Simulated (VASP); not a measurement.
# Cs (P6_3/mmc) in VASP: single point with PBE

Aim: the single point of Cs with PBE.

Program: VASP 6.6.1. These are calculated values, not measurements. Logs are shortened: lines on timing, memory, paths and dates and some standing lists are left out, and cuts for length are marked.

### 1 The cell of the first run

The structure is hexagonal, space group P6_3/mmc (No. 194). The conventional cell has a = 4.858 Å, b = 4.858 Å, c = 7.927 Å, α = 90.00°, β = 90.00°, γ = 120.00°.

This isn't the form of Cs at room conditions, which is bcc.

### 2 Single point, PBE

Input file INCAR:

```
SYSTEM = Cs
ALGO     = Normal         ! electronic algorithm
EDIFF    = 1E-6           ! SCF threshold, eV
ENCUT    = 520            ! plane-wave cutoff, eV
GGA      = PE             ! functional
ISIF     = 2              ! what is computed and relaxed
ISMEAR   = -1             ! smearing method
LASPH    = .TRUE.         ! aspherical terms in the spheres
LCHARG   = .FALSE.        ! write CHGCAR
LREAL    = .FALSE.        ! projectors in reciprocal space
LWAVE    = .FALSE.        ! write WAVECAR
NBANDS   = 16             ! bands
NELM     = 100            ! most SCF steps
PREC     = Accurate       ! precision mode
SIGMA    = 0.05           ! smearing width, eV
```

Input file KPOINTS:

```
k-points
0
G
  9 9 5
  0 0 0
```

Input file POSCAR:

```
Cs
1.0
    4.8580628613      0.0000000000      0.0000000000
   -2.4290314306      4.2072058511      0.0000000000
    0.0000000000      0.0000000000      7.9265141686
Cs
2
Direct
    0.3333333333      0.6666666667      0.2500000000
    0.6666666667      0.3333333333      0.7500000000
```

Potentials or basis: VASP PAW PBE potentials, release 64 (Cs_sv).

Run with:

```
> cat potpaw_PBE.64/Cs_sv/POTCAR > POTCAR
> mpirun -np 1 vasp_std > vasp.out
```

OUTCAR:

```text
SYSTEM = Cs
   EDIFF = 1E-6
   ENCUT = 520
   GGA = PE
   ISIF = 2
   ISMEAR = -1
   LASPH = .TRUE.
   LREAL = .FALSE.
   NELM = 100
   PREC = Accurate

 ion  position               nearest neighbor table
   1  0.333  0.667  0.250-
   2  0.667  0.333  0.750-

  LATTYP: Found a hexagonal cell.
 ALAT       =     4.8580628613
 C/A-ratio  =     1.6316203382

  Lattice vectors:

 A1 = (   4.8580628613,   0.0000000000,   0.0000000000)
 A2 = (  -2.4290314306,   4.2072058511,   0.0000000000)
 A3 = (   0.0000000000,   0.0000000000,   7.9265141686)

Analysis of symmetry for initial positions (statically):
=====================================================================
 Subroutine PRICEL returns:
 Original cell was already a primitive cell.

 Routine SETGRP: Setting up the symmetry group for a
 hexagonal supercell.

 Subroutine GETGRP returns: Found 24 space group operations
 (whereof 12 operations were pure point group operations)
 out of a pool of 24 trial point group operations.

The static configuration has the point symmetry D_3d.
 The point group associated with its full space group is D_6h.

Analysis of symmetry for dynamics (positions and initial velocities):
=====================================================================
 Subroutine PRICEL returns:
 Original cell was already a primitive cell.

 Routine SETGRP: Setting up the symmetry group for a
 hexagonal supercell.

 Subroutine GETGRP returns: Found 24 space group operations
 (whereof 12 operations were pure point group operations)
 out of a pool of 24 trial point group operations.

The dynamic configuration has the point symmetry D_3d.
 The point group associated with its full space group is D_6h.

 Subroutine INISYM returns: Found 24 space group operations
 (whereof 12 operations are pure point group operations),
 and found     1 'primitive' translations

----------------------------------------------------------------------------------------

                                     Primitive cell

  volume of cell :     162.0090

  direct lattice vectors                    reciprocal lattice vectors
     4.858062861  0.000000000  0.000000000     0.205843364  0.118843721  0.000000000
    -2.429031431  4.207205851  0.000000000     0.000000000  0.237687443  0.000000000
     0.000000000  0.000000000  7.926514169     0.000000000  0.000000000  0.126158861

  length of vectors
     4.858062861  4.858062861  7.926514169     0.237687443  0.237687443  0.126158861

[... 73 lines left out ...]
   ICHARG =      2    charge: 1-file 2-atom 10-const
   ISPIN  =      1    spin polarized calculation?
   LNONCOLLINEAR =      F non collinear calculations
   LSORBIT =      F    spin-orbit coupling
   LASPH  =      T    aspherical Exc in radial PAW
   ENCUT  =  520.0 eV  38.22 Ry    6.18 a.u.   9.03  9.03 14.74*2*pi/ulx,y,z
   NELM   =    100;   NELMIN=  2; NELMDL= -5     # of ELM steps
   EDIFF  = 0.1E-05   stopping-criterion for ELM
   LREAL  =      F    real-space projection
   EDIFFG = 0.1E-04   stopping-criterion for IOM
   NSW    =      0    number of steps for IOM
   IBRION =     -1    ionic relax: 0-MD 1-quasi-New 2-CG
   NFREE  =      0    steps in history (QN), initial steepest desc. (CG)
   ISIF   =      2    stress and relaxation
   ISYM   =      2    0-nonsym 1-usesym 2-fastsym
   POTIM  = 0.5000    time-step for ionic-motion
   TEBEG  =    0.0;   TEEND  =   0.0 temperature during run
   PSTRESS=    0.0 pullay stress
   NELECT =      18.0000    total number of electrons
   NUPDOWN=      -1.0000    fix difference up-down
   EMIN   =  10.00;   EMAX   =-10.00  energy-range for DOS
   EFERMI =   0.00;   METHOD = LEGACY
   ISMEAR =    -1;   SIGMA  =   0.05  broadening in eV -4-tet -1-fermi 0-gaus
   EFERMI_NEDOS =   21; number of points for ismear=-14 and -15
   IALGO  =     38    algorithm
   IMIX   =      4    mixing-type and parameters
     AMIX     =   0.40;   BMIX     =  1.00
     AMIX_MAG =   1.60;   BMIX_MAG =  1.00
  volume/ion in A,a.u.               =      81.00       546.65
  Fermi-wavevector in a.u.,A,eV,Ry     =   0.787020  1.487253  8.427462  0.619401
  Thomas-Fermi vector in A             =   1.891677
   LORBIT       =      0    0 simple, 1 ext, 2 COOP (PROOUT), +10 PAW based schemes
   GGA     = PE    functional components
[... 5 lines left out ...]
 non-spin polarized calculation
  energy-cutoff  :      520.00
  volume of cell :      162.01
 maximum number of plane-waves:      4395
   NGX = 19   NGY = 19   NGZ = 29

 number of electron      17.9999997 magnetization

 Free energy of the ion-electron system (eV)
  ---------------------------------------------------
  ext. energy  EPLUGINS =         0.00000000
  ---------------------------------------------------
  free energy    TOTEN  =        -1.48858309 eV

  energy without entropy =       -1.46889666  energy(sigma->0) =       -1.47873987

 E-fermi :   1.4972     XC(G=0):  -6.3767

 val. band max:        1.4931512692   @ k =   0.1111   0.0000   0.0000
 cond. band min:       1.5225000338   @ k =   0.4444   0.1111   0.4000
 fundamental gap:      0.0293487647
 Fermi energy:         1.4971540387

 k-point     1 :       0.0000    0.0000    0.0000
  band No.  band energies     occupation
      1     -22.2290      2.00000
      2     -22.1981      2.00000
      3      -9.2877      2.00000
      4      -8.9214      2.00000
      5      -8.9214      2.00000
      6      -8.8673      2.00000
[... 433 lines left out ...]
      3      -9.1699      2.00000
      4      -9.1583      2.00000
      5      -9.1583      2.00000
      6      -9.0652      2.00000
[... 8 lines left out ...]
     15       4.1293      0.00000
     16       5.5978      0.00000

 [... further k-points ...]

------------------------ aborting loop because EDIFF is reached ----------------------------------------

  FORCE on cell =-STRESS in cart. coord.  units (eV):
  Direction    XX          YY          ZZ          XY          YZ          ZX
  --------------------------------------------------------------------------------------
  -------------------------------------------------------------------------------------
  Total        1.2979847      1.2979847      1.3071030      0.0000000      0.0000000      0.0000000
  in kB       12.8363343     12.8363343     12.9265092      0.0000000      0.0000000      0.0000000
  external PRESSURE =      12.8663926 kB  Pullay stress =       0.0000000 kB

 VOLUME and BASIS-vectors are now :
 -----------------------------------------------------------------------------
  energy-cutoff  :      520.00
  volume of cell :      162.01
      direct lattice vectors                 reciprocal lattice vectors
     4.858062861  0.000000000  0.000000000     0.205843364  0.118843721  0.000000000
    -2.429031431  4.207205851  0.000000000     0.000000000  0.237687443  0.000000000
     0.000000000  0.000000000  7.926514169     0.000000000  0.000000000  0.126158861

 POSITION                                       TOTAL-FORCE (eV/Angst)
 -----------------------------------------------------------------------------------
     -0.00000      2.80480      1.98163         0.000000      0.000000     -0.000000
      2.42903      1.40240      5.94489        -0.000000     -0.000000      0.000000
 -----------------------------------------------------------------------------------
    total drift:                               -0.000000      0.000000     -0.000000

  FREE ENERGIE OF THE ION-ELECTRON SYSTEM (eV)
  ---------------------------------------------------
  free  energy   TOTEN  =        -1.4885830929 eV

  energy  without entropy=       -1.4688966561  energy(sigma->0) =       -1.47873987
```

Run time: 39 s. Hardware: 1 thread of Intel Xeon 6975P-C (Granite Rapids), shared host; peak memory 0.28 GiB.

What came out:

| Item | Value |
| --- | --- |
| Free energy | -1.4886 eV |
| Pressure | 1.3 GPa |
| Band gap on the k mesh | zero (bands 9 and 10 overlap by 1.63 eV) |

Levels at points of the mesh, in eV from the Fermi level:
```tsv
k point	band 6	band 7	band 8	band 9	band 10	band 11	band 12	band 13
(0.00, 0.00, 0.00)	-10.36	-10.36	-10.36	-2.01	-0.18	1.28	2.54	2.54
```

Caveat: spin-orbit coupling is left out, which moves the levels of the heavy elements.
